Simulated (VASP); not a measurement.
# Ag (Fm-3m) in VASP: a series of runs

The runs below take Ag through single point, with PBE.

Program: VASP 6.6.1. These are calculated values, not measurements. Logs are shortened: lines on timing, memory, paths and dates and some standing lists are left out, and cuts for length are marked.

## (1) The cell of the first run

The structure is cubic, space group Fm-3m (No. 225). The conventional cell has a = 3.954 Å, b = 3.954 Å, c = 3.954 Å, α = 90.00°, β = 90.00°, γ = 90.00°. Within 3.7 Å of Ag (site symmetry m-3m) lie 12 Ag at 2.80 Å.

## (2) Single point, PBE

INCAR reads:

```
SYSTEM = Ag
ALGO = Normal ; EDIFF = 1E-6
ENCUT = 520 ; GGA = PE
ISIF = 2 ; ISMEAR = 0
LASPH = .TRUE. ; LCHARG = .FALSE.
LREAL = .FALSE. ; LWAVE = .FALSE.
NBANDS = 12 ; NELM = 100
PREC = Accurate ; SIGMA = 0.1
```

KPOINTS reads:

```
k-points
0
G
  18 18 18
  0 0 0
```

POSCAR reads:

```
Ag
1.0
    0.0000000000      1.9768349286      1.9768349286
    1.9768349286      0.0000000000      1.9768349286
    1.9768349286      1.9768349286      0.0000000000
Ag
1
Direct
    0.0000000000      0.0000000000      0.0000000000
```

Potentials or basis: VASP PAW PBE potentials, release 64 (Ag).

The run is started by

```sh
$ cat potpaw_PBE.64/Ag/POTCAR > POTCAR
$ mpirun -np 1 vasp_std > vasp.out
```

OUTCAR:

```text
SYSTEM = Ag
   EDIFF = 1E-6
   ENCUT = 520
   GGA = PE
   ISIF = 2
   ISMEAR = 0
   LASPH = .TRUE.
   LREAL = .FALSE.
   NELM = 100
   PREC = Accurate

 ion  position               nearest neighbor table
   1  0.000  0.000  0.000-

  LATTYP: Found a face centered cubic cell.
 ALAT       =     3.9536698572

  Lattice vectors:

 A1 = (   0.0000000000,   1.9768349286,   1.9768349286)
 A2 = (   1.9768349286,   0.0000000000,   1.9768349286)
 A3 = (   1.9768349286,   1.9768349286,   0.0000000000)

Analysis of symmetry for initial positions (statically):
=====================================================================
 Subroutine PRICEL returns:
 Original cell was already a primitive cell.

 Routine SETGRP: Setting up the symmetry group for a
 face centered cubic supercell.

 Subroutine GETGRP returns: Found 48 space group operations
 (whereof 48 operations were pure point group operations)
 out of a pool of 48 trial point group operations.

The static configuration has the point symmetry O_h .

Analysis of symmetry for dynamics (positions and initial velocities):
=====================================================================
 Subroutine PRICEL returns:
 Original cell was already a primitive cell.

 Routine SETGRP: Setting up the symmetry group for a
 face centered cubic supercell.

 Subroutine GETGRP returns: Found 48 space group operations
 (whereof 48 operations were pure point group operations)
 out of a pool of 48 trial point group operations.

The dynamic configuration has the point symmetry O_h .

 Subroutine INISYM returns: Found 48 space group operations
 (whereof 48 operations are pure point group operations),
 and found     1 'primitive' translations

----------------------------------------------------------------------------------------

                                     Primitive cell

  volume of cell :      15.4505

  direct lattice vectors                    reciprocal lattice vectors
     0.000000000  1.976834929  1.976834929    -0.252929566  0.252929566  0.252929566
     1.976834929  0.000000000  1.976834929     0.252929566 -0.252929566  0.252929566
     1.976834929  1.976834929  0.000000000     0.252929566  0.252929566 -0.252929566

  length of vectors
     2.795666767  2.795666767  2.795666767     0.438086859  0.438086859  0.438086859

[... 77 lines left out ...]
   NELM   =    100;   NELMIN=  2; NELMDL= -5     # of ELM steps
   EDIFF  = 0.1E-05   stopping-criterion for ELM
   LREAL  =      F    real-space projection
[... 7 lines left out ...]
   TEBEG  =    0.0;   TEEND  =   0.0 temperature during run
   PSTRESS=    0.0 pullay stress
   NELECT =      11.0000    total number of electrons
   NUPDOWN=      -1.0000    fix difference up-down
   EMIN   =  10.00;   EMAX   =-10.00  energy-range for DOS
   EFERMI =   0.00;   METHOD = LEGACY
   ISMEAR =     0;   SIGMA  =   0.10  broadening in eV -4-tet -1-fermi 0-gaus
   EFERMI_NEDOS =   21; number of points for ismear=-14 and -15
   IALGO  =     38    algorithm
   IMIX   =      4    mixing-type and parameters
     AMIX     =   0.40;   BMIX     =  1.00
     AMIX_MAG =   1.60;   BMIX_MAG =  1.00
  volume/ion in A,a.u.               =      15.45       104.26
  Fermi-wavevector in a.u.,A,eV,Ry     =   1.461814  2.762427 29.074275  2.136899
  Thomas-Fermi vector in A             =   2.578101
   LORBIT       =      0    0 simple, 1 ext, 2 COOP (PROOUT), +10 PAW based schemes
   GGA     = PE    functional components
   LHFCALC =     F    Hartree Fock is set to
   AEXX    =    0.0000 exact exchange contribution
   IVDW    =     0    specifies the selected vdW correction
   LEPSILON=     F    determine dielectric tensor
   LRPA    =     F    only Hartree local field effects (RPA)
 non-spin polarized calculation
 Gauss-broadening in eV      SIGMA  =   0.10
  energy-cutoff  :      520.00
  volume of cell :       15.45
 maximum number of plane-waves:       444
 NGX is ok and might be reduce to    24
   NGX = 11   NGY = 11   NGZ = 11

 number of electron      10.9999999 magnetization

 Free energy of the ion-electron system (eV)
  ---------------------------------------------------
  ext. energy  EPLUGINS =         0.00000000
  ---------------------------------------------------
  free energy    TOTEN  =        -2.59596549 eV

  energy without entropy =       -2.59499777  energy(sigma->0) =       -2.59548163

 E-fermi :   9.8853     XC(G=0): -12.8083

 val. band max:        9.8605959138   @ k =   0.5000   0.2778   0.1111
 cond. band min:      10.0020585194   @ k =   0.5000   0.1111   0.0000
 fundamental gap:      0.1414626056
 Fermi energy:         9.8852757211

 k-point     1 :       0.0000    0.0000    0.0000
  band No.  band energies     occupation
      1       1.3563      2.00000
      2       4.6884      2.00000
      3       4.6884      2.00000
      4       4.6884      2.00000
      5       5.9191      2.00000
      6       5.9191      2.00000
      7      26.0809      0.00000
      8      30.2468      0.00000
      9      30.2468      0.00000
     10      30.2468      0.00000
     11      35.3193      0.00000
     12      37.1914      0.00000
[... 331 lines left out ...]
 k-point    24 :      -0.2222    0.0556    0.0000
  band No.  band energies     occupation
      1       2.8793      2.00000
      2       4.6648      2.00000
      3       4.9743      2.00000
      4       4.9820      2.00000
      5       5.8537      2.00000
      6       6.2825      2.00000
      7      22.2298      0.00000
      8      26.6191      0.00000
      9      29.5853      0.00000
     10      32.4316      0.00000
     11      32.5916      0.00000
     12      33.8519      0.00000

 [... further k-points ...]

------------------------ aborting loop because EDIFF is reached ----------------------------------------

  FORCE on cell =-STRESS in cart. coord.  units (eV):
  Direction    XX          YY          ZZ          XY          YZ          ZX
  --------------------------------------------------------------------------------------
  -------------------------------------------------------------------------------------
  Total        1.8943145      1.8943145      1.8943145      0.0000000     -0.0000000      0.0000000
  in kB      196.4361648    196.4361648    196.4361648      0.0000000     -0.0000000      0.0000000
  external PRESSURE =     196.4361648 kB  Pullay stress =       0.0000000 kB

 VOLUME and BASIS-vectors are now :
 -----------------------------------------------------------------------------
  energy-cutoff  :      520.00
  volume of cell :       15.45
      direct lattice vectors                 reciprocal lattice vectors
     0.000000000  1.976834929  1.976834929    -0.252929566  0.252929566  0.252929566
     1.976834929  0.000000000  1.976834929     0.252929566 -0.252929566  0.252929566
     1.976834929  1.976834929  0.000000000     0.252929566  0.252929566 -0.252929566

 POSITION                                       TOTAL-FORCE (eV/Angst)
 -----------------------------------------------------------------------------------
      0.00000      0.00000      0.00000         0.000000      0.000000      0.000000
 -----------------------------------------------------------------------------------
    total drift:                               -0.000000      0.000000      0.000000

  FREE ENERGIE OF THE ION-ELECTRON SYSTEM (eV)
  ---------------------------------------------------
  free  energy   TOTEN  =        -2.5959654945 eV

  energy  without entropy=       -2.5949977689  energy(sigma->0) =       -2.59548163
```

OSZICAR:

```text
N       E                     dE             d eps       ncg     rms          rms(c)
DAV:   1     0.532220851958E+02    0.53222E+02   -0.55967E+03  4720   0.845E+02
DAV:   2    -0.203349884419E+01   -0.55256E+02   -0.52091E+02  5456   0.200E+02
DAV:   3    -0.287380520292E+01   -0.84031E+00   -0.83989E+00  5540   0.257E+01
DAV:   4    -0.287629065151E+01   -0.24854E-02   -0.24853E-02  5396   0.147E+00
DAV:   5    -0.287630854245E+01   -0.17891E-04   -0.17892E-04  5488   0.111E-01    0.691E+00
DAV:   6    -0.261363830758E+01    0.26267E+00   -0.91723E-01  5228   0.881E+00    0.427E+00
DAV:   7    -0.259990227586E+01    0.13736E-01   -0.18818E-02  5460   0.128E+00    0.225E+00
DAV:   8    -0.259595571184E+01    0.39466E-02   -0.75467E-04  5280   0.201E-01    0.119E-01
DAV:   9    -0.259596136406E+01   -0.56522E-05   -0.10417E-05  5536   0.275E-02    0.275E-02
DAV:  10    -0.259596603943E+01   -0.46754E-05   -0.39098E-06  5348   0.176E-02    0.692E-03
DAV:  11    -0.259596549450E+01    0.54493E-06   -0.11460E-07  2980   0.293E-03
   1 F= -.25959655E+01 E0= -.25954816E+01  d E =-.967726E-03
```

stdout:

```text
POSCAR found type information on POSCAR Ag
 POSCAR found :  1 types and       1 ions
 scaLAPACK will be used
 LDA part: xc-table for (Slater+PW92), standard interpolation
 POSCAR, INCAR and KPOINTS ok, starting setup
 FFT: planning ... GRIDC
 FFT: planning ... GRID_SOFT
 FFT: planning ... GRID
 WAVECAR not read
 entering main loop
```

Run time: 26 s. Hardware: 1 thread of Intel Xeon Platinum 8488C (Sapphire Rapids), shared host; peak memory 0.17 GiB.

Results:

```yaml
Free_energy: -2.5960 eV
Pressure: 19.6 GPa
```

Levels at points of the mesh, in eV from the Fermi level:
```tsv
k point	band 3	band 4	band 5	band 6	band 7	band 8	band 9	band 10
(0.00, 0.00, 0.00)	-5.20	-5.20	-3.97	-3.97	16.20	20.36	20.36	20.36
(0.50, 0.00, 0.00)	-5.23	-3.02	-3.02	-0.68	4.19	15.44	18.89	18.89
(0.50, 0.50, 0.00)	-3.06	-2.77	-2.77	1.51	7.55	11.17	11.17	18.41
```

## (3) Single point, PBE

This run uses another cell than the first one, of 16.38 Å³/atom, 1.060 times its volume.

INCAR reads:

```
PREC     = Accurate       # precision mode
ENCUT    = 520            # plane-wave cutoff, eV
EDIFF    = 1E-7           # SCF threshold, eV
ISMEAR   = 0              # smearing method
SIGMA    = 0.1            # smearing width, eV
LREAL    = False          # projectors in reciprocal space
LASPH    = True           # aspherical terms in the spheres
NELM     = 60             # most SCF steps
ALGO     = Fast           # electronic algorithm
ISIF     = 2              # what is computed and relaxed
LWAVE    = False          # write WAVECAR
LCHARG   = True           # write CHGCAR
GGA      = PE             # functional
LELF     = True           # ELF
LVHAR    = True         
NBANDS   = 12             # bands
```

KPOINTS reads:

```
Automatic mesh
0
Gamma
  18 18 18
```

POSCAR reads:

```
Ag
1.0
    0.0000000000      2.0158350643      2.0158350643
    2.0158350643      0.0000000000      2.0158350643
    2.0158350643      2.0158350643      0.0000000000
Ag
1
Direct
    0.0000000000      0.0000000000      0.0000000000
```

Potentials or basis: VASP PAW PBE potentials, release 64 (Ag).

The run is started by

```sh
$ cat potpaw_PBE.64/Ag/POTCAR > POTCAR
$ mpirun -np 1 vasp_std > vasp.out
```

It took 20 s on 1 thread of Intel Xeon Platinum 8488C (Sapphire Rapids), shared host; peak memory 0.16 GiB.

The run converged. Its results:

| Quantity | Value |
| --- | --- |
| Free energy | -2.6805 eV |
| Pressure | 9.8 GPa |

Levels at points of the mesh, in eV from the Fermi level:
| k point | band 3 | band 4 | band 5 | band 6 | band 7 | band 8 | band 9 | band 10 |
| --- | --- | --- | --- | --- | --- | --- | --- | --- |
| (0.00, 0.00, 0.00) | -4.94 | -4.94 | -3.83 | -3.83 | 16.13 | 19.94 | 19.94 | 19.94 |
| (0.50, 0.00, 0.00) | -4.96 | -2.97 | -2.97 | -0.49 | 3.85 | 15.36 | 18.31 | 18.31 |
| (0.50, 0.50, 0.00) | -3.01 | -2.75 | -2.75 | 1.59 | 7.08 | 10.89 | 10.89 | 17.69 |

## (4) Single point, PBE

This run uses another cell than the first one, of 17.01 Å³/atom, 1.101 times its volume.

INCAR reads:

```
  ALGO = Normal
  EDIFF = 1E-6
  ENCUT = 520
  GGA = PE
  ISIF = 2
  ISMEAR = 0
  LASPH = T
  LCHARG = F
  LREAL = F
  LWAVE = F
  NBANDS = 12
  NELM = 100
  PREC = Accurate
  SIGMA = 0.1
```

KPOINTS reads:

```
k-points
0
Gamma
  18 18 18
```

POSCAR reads:

```
Ag
1.0
    0.0000000000      2.0412178368      2.0412178368
    2.0412178368      0.0000000000      2.0412178368
    2.0412178368      2.0412178368      0.0000000000
Ag
1
Direct
    0.0000000000      0.0000000000      0.0000000000
```

The run is started by

```sh
$ cat potpaw_PBE.64/Ag/POTCAR > POTCAR
$ mpirun -np 1 vasp_std > vasp.out
```

It took 26 s on 1 thread of Intel Xeon Platinum 8488C (Sapphire Rapids), shared host; peak memory 0.17 GiB.

It converged, with:

| Property | Result |
| --- | --- |
| Free energy | -2.7090 eV |
| Pressure | 4.8 GPa |

Levels at points of the mesh, in eV from the Fermi level:
```tsv
k point	band 4	band 5	band 6	band 7	band 8	band 9
(0.00, 0.00, 0.00)	-4.78	-3.75	-3.75	16.06	19.65	19.65
(0.50, 0.00, 0.00)	-2.95	-2.95	-0.38	3.65	15.29	17.93
(0.50, 0.50, 0.00)	-2.74	-2.74	1.63	6.79	10.71	10.71
```

## (5) Single point, PBE

This run uses another cell than the first one, of 17.47 Å³/atom, 1.131 times its volume.

INCAR reads:

```
  PREC = Accurate
  ENCUT = 520
  EDIFF = 1E-7
  ISMEAR = 0
  SIGMA = 0.1
  LREAL = F
  LASPH = T
  NELM = 80
  ALGO = Normal
  ISIF = 2
  LWAVE = F
  LCHARG = T
  GGA = PE
  LELF = T
  LVHAR = T
  NBANDS = 12
```

KPOINTS reads:

```
regular mesh
0
Gamma
  18 18 18
```

POSCAR reads:

```
Ag
1.0
    0.0000000000      2.0595414810      2.0595414810
    2.0595414810      0.0000000000      2.0595414810
    2.0595414810      2.0595414810      0.0000000000
Ag
1
Direct
    0.0000000000      0.0000000000      0.0000000000
```

The run is started by

```sh
$ cat potpaw_PBE.64/Ag/POTCAR > POTCAR
$ mpirun -np 1 vasp_std > vasp.out
```

Wall time 32 s (1 thread of Intel Xeon Platinum 8488C (Sapphire Rapids), shared host); peak memory 0.17 GiB.

It converged, with:

```yaml
Free_energy: -2.7187 eV
Pressure: 1.9 GPa
```

Levels at points of the mesh, in eV from the Fermi level:
| k point | band 2 | band 3 | band 4 | band 5 | band 6 | band 7 | band 8 | band 9 | band 10 | band 11 |
| --- | --- | --- | --- | --- | --- | --- | --- | --- | --- | --- |
| (0.00, 0.00, 0.00) | -4.69 | -4.69 | -4.69 | -3.70 | -3.70 | 16.00 | 19.44 | 19.44 | 19.44 | 24.18 |
| (0.50, 0.00, 0.00) | -4.71 | -4.71 | -2.93 | -2.93 | -0.30 | 3.50 | 15.23 | 17.65 | 17.65 | 22.54 |
| (0.50, 0.50, 0.00) | -6.12 | -2.97 | -2.74 | -2.74 | 1.66 | 6.59 | 10.57 | 10.57 | 16.93 | 16.97 |

## (6) Overview

| cell | gap on the mesh (eV) | pressure (GPa) |
| --- | --- | --- |
| a = 2.796 Å, angles 60.0°, 1 atom | none | 19.6 |
| a = 2.851 Å, angles 60.0°, 1 atom | none | 9.8 |
| a = 2.887 Å, angles 60.0°, 1 atom | none | 4.8 |
| a = 2.913 Å, angles 60.0°, 1 atom | none | 1.9 |

Alike in all rows: task single point; level PBE; potentials or basis VASP PAW PBE potentials, release 64 (Ag); no spin polarisation; k mesh 18 × 18 × 18; cutoff (eV) 520; smearing gaussian 0.1 eV.

Total energies depend on the potentials used, so only differences within one code and one set of settings carry meaning.
